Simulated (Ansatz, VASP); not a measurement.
**Al3GaN4 in VASP and in Ansatz**

File INCAR:

```
PREC = Accurate
ENCUT = 520
EDIFF = 1E-7
ISMEAR = 0
SIGMA = 0.05
LREAL = False
LASPH = True
NELM = 100
ALGO = Normal
ISIF = 2
LWAVE = False
LCHARG = False
GGA = PS
NBANDS = 31
```

File KPOINTS:

```
regular mesh
0
Gamma
  6 8 4
```

POSCAR

```
Al3GaN4
1.0
    5.0434079713      0.0000000000      0.0001057914
    0.0000000000      3.1300738974      0.0000000000
   -0.0032362569      0.0000000000      4.9845525916
Al Ga N
3 1 4
Direct
    0.5002300423      0.5000000000      0.1673295664
    0.0009207036      0.5000000000      0.8348055932
    0.0010880650      0.0000000000      0.3316926342
    0.4994217138      0.0000000000      0.6662009016
    0.1111724737      0.0000000000      0.6663292503
    0.1224543238      0.5000000000      0.1671578647
    0.6251234799      0.5000000000      0.8401923551
    0.6231881979      0.0000000000      0.3262928345
```

Input for Ansatz:

```yaml
crystal:
  lattice:
    - [5.0434079713, 0.0, 0.0001057914]
    - [0.0, 3.1300738974, 0.0]
    - [-0.0032362569, 0.0, 4.9845525916]
  atoms:
    - { symbol: Al, position: [0.5002300423, 0.5, 0.1673295664] }
    - { symbol: Al, position: [0.0009207036, 0.5, 0.8348055932] }
    - { symbol: Al, position: [0.001088065, 0.0, 0.3316926342] }
    - { symbol: Ga, position: [0.4994217138, 0.0, 0.6662009016] }
    - { symbol: "N", position: [0.1111724737, 0.0, 0.6663292503] }
    - { symbol: "N", position: [0.1224543238, 0.5, 0.1671578647] }
    - { symbol: "N", position: [0.6251234799, 0.5, 0.8401923551] }
    - { symbol: "N", position: [0.6231881979, 0.0, 0.3262928345] }
basis:
  ecutwfc: 420
kpoints:
  mp_grid: { grid: [6, 8, 4] }
hamiltonian:
  xc: pbesol
scf:
  occupations: { method: gaussian, width: 0.05 }
output:
  forces: true
  stress: true
  eigenvalues: true
```

Change from the starting cell: strain +0.000 along x and y, -0.080 along z, atoms carried along.

Alike in both runs: task single point; functional PBEsol; k mesh 6 × 8 × 4; occupations gaussian, width 0.05 eV; no spin polarisation.

|  | VASP | Ansatz |
| --- | --- | --- |
| version | VASP 6.6.1 | Ansatz 0.2.0 |
| potentials or method | VASP PAW PBE potentials, release 64 (Al, Ga_d, N), cutoff 520 eV | scalar-relativistic, plane waves, PAW |
| valence electrons in the cell | 42 | 42 |

|  | VASP | Ansatz | Ansatz less VASP |
| --- | --- | --- | --- |
| gap on the k mesh at the Fermi level (eV) | 3.84 | 3.83 | -0.016 |
| least direct gap on the mesh (eV) | 3.84 | 3.83 | -0.016 |
| pressure (GPa) | 21.4 | 21.4 | -0.06 |
| traceless stress, the component that is largest in VASP (GPa) | 25.57 | 25.33 | -0.240 |
| rms of the force components (eV/Å) | 0.922 | 0.912 | -0.0097 |

VASP's potentials were made for PBE, not for PBEsol. Atom by atom the forces differ by 0.020 eV/Å (rms over components). The functional is the same, so the differences come from potentials, cutoffs and numerics.
